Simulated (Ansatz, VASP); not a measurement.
# One calculation of ZrC, two programs

The input INCAR:

```
  ALGO = Normal
  EDIFF = 1E-6
  ENCUT = 520
  GGA = PE
  ISIF = 2
  ISMEAR = 0
  LASPH = True
  LCHARG = True
  LELF = True
  LREAL = False
  LVHAR = True
  LWAVE = False
  NBANDS = 15
  NELM = 80
  PREC = Accurate
  SIGMA = 0.15
```

The input KPOINTS:

```
k-points
0
Gamma
  18 18 18
```

POSCAR

```
ZrC
1.0
    0.0000000000      2.3502100000      2.3502100000
    2.3502100000      0.0000000000      2.3502100000
    2.3502100000      2.3502100000      0.0000000000
Zr C
1 1
Direct
    0.5000000000      0.5000000000      0.5000000000
   -0.0478680629     -0.0478680629      0.0478680629
```

Input for Ansatz:

```yaml
crystal:
  lattice:
    - [0.0, 2.35021, 2.35021]
    - [2.35021, 0.0, 2.35021]
    - [2.35021, 2.35021, 0.0]
  atoms:
    - { symbol: Zr, position: [0.5, 0.5, 0.5] }
    - { symbol: C, position: [-0.0478680629, -0.0478680629, 0.0478680629] }
basis:
  ecutwfc: 420
kpoints:
  mp_grid: { grid: [18, 18, 18] }
hamiltonian:
  xc: pbe
scf:
  occupations: { method: gaussian, width: 0.15 }
output:
  forces: true
  stress: true
  eigenvalues: true
```

Change from the starting cell: all C atoms moved +0.225 Å, as atom 2 towards its neighbour atom 1 (Zr) at 2.350 Å.

Alike in both runs: task single point; functional PBE; k mesh 18 × 18 × 18; occupations gaussian, width 0.15 eV; no spin polarisation.

|  | VASP | Ansatz |
| --- | --- | --- |
| version | VASP 6.6.1 | Ansatz 0.2.0 |
| potentials or method | VASP PAW PBE potentials, release 64 (Zr_sv, C), cutoff 520 eV | scalar-relativistic, plane waves, PAW |
| valence electrons in the cell | 16 | 16 |

|  | VASP | Ansatz | Ansatz less VASP |
| --- | --- | --- | --- |
| gap on the k mesh at the Fermi level (eV) | none | none | - |
| pressure (GPa) | 5.6 | 5.3 | -0.25 |
| traceless stress, the component that is largest in VASP (GPa) | 9.40 | 9.36 | -0.042 |
| rms of the force components (eV/Å) | 1.064 | 1.060 | -0.0047 |

Atom by atom the forces differ by 0.005 eV/Å (rms over components). A gap of «none» marks a metal or a gap that the smearing closes. With one functional, cell and mesh, what is left measures potentials, basis and numerics.
